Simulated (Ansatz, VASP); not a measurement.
**BeTe in VASP and in Ansatz**

The input POSCAR:

```
BeTe
1.0
    3.3650594837      0.0000000000      0.0000000000
    0.0000000000      3.3650594837      0.0000000000
    0.0000000000      0.0000000000      3.3650594837
Be Te
1 1
Direct
    0.0000000000      0.0000000000      0.0000000000
    0.5000000000      0.5000000000      0.5000000000
```

File INCAR.step1:

```
SYSTEM = BeTe
ALGO = Normal
EDIFF = 1E-5
ENCUT = 520
GGA = PE
ISIF = 2
ISMEAR = -1
LASPH = .True.
LCHARG = .False.
LREAL = .False.
LWAVE = .True.
NBANDS = 11
NELM = 100
PREC = Accurate
SIGMA = 0.02
```

File INCAR.step2:

```
SYSTEM = BeTe
AEXX = 0.5
ALGO = Normal
EDIFF = 1E-6
ENCUT = 520
GGA = PE
HFSCREEN = 0.1
ISIF = 2
ISMEAR = -1
ISTART = 1
LASPH = .True.
LCHARG = .False.
LHFCALC = .True.
LREAL = .False.
LWAVE = .False.
NBANDS = 11
NELM = 100
PREC = Accurate
PRECFOCK = Normal
SIGMA = 0.02
```

KPOINTS

```
k-points
0
Gamma
  4 4 4
  0 0 0
```

Input for Ansatz:

```yaml
crystal:
  lattice:
    - [3.3650594837, 0.0, 0.0]
    - [0.0, 3.3650594837, 0.0]
    - [0.0, 0.0, 3.3650594837]
  atoms:
    - { symbol: Be, position: [0.0, 0.0, 0.0] }
    - { symbol: Te, position: [0.5, 0.5, 0.5] }
kpoints:
  mp_grid: { grid: [4, 4, 4] }
hamiltonian:
  xc: { exchange: pbe, correlation: pbe, exx: { coeff: 0.5, omega: 0.1 } }
scf:
  occupations: { method: fermi_dirac, width: 0.02 }
  n_extra_bands: 4
output:
  forces: true
  stress: true
  eigenvalues: true
```

Alike in both runs: task single point; functional PBE-based screened hybrid; k mesh 4 × 4 × 4; occupations fermi-dirac, width 0.02 eV; no spin polarisation.

|  | VASP | Ansatz |
| --- | --- | --- |
| version | VASP 6.6.1 | Ansatz 0.2.0 |
| potentials or method | VASP PAW PBE potentials, release 64 (Be, Te) | plane waves |
| plane-wave cutoff (eV) | 520 | 420 |
| valence electrons in the cell | 8 | 18 |

VASP gave:

| Item | Value |
| --- | --- |
| pressure (GPa) | -5.3 |

**Question.** Estimate Ansatz's values.

**Answer.** Pressure (GPa): -3.7.

VASP's potentials were made for PBE, not for PBE-based screened hybrid. VASP's potentials hold 8 valence electrons a cell and Ansatz's 18, so a difference there can come from the potentials and not from the codes. Ansatz's warnings: filled band counts differ across k points, stress exchange threshold loose, stress scf threshold loose.

The k mesh is coarse, so the values compare programs but aren't converged. Spin-orbit coupling is off throughout.
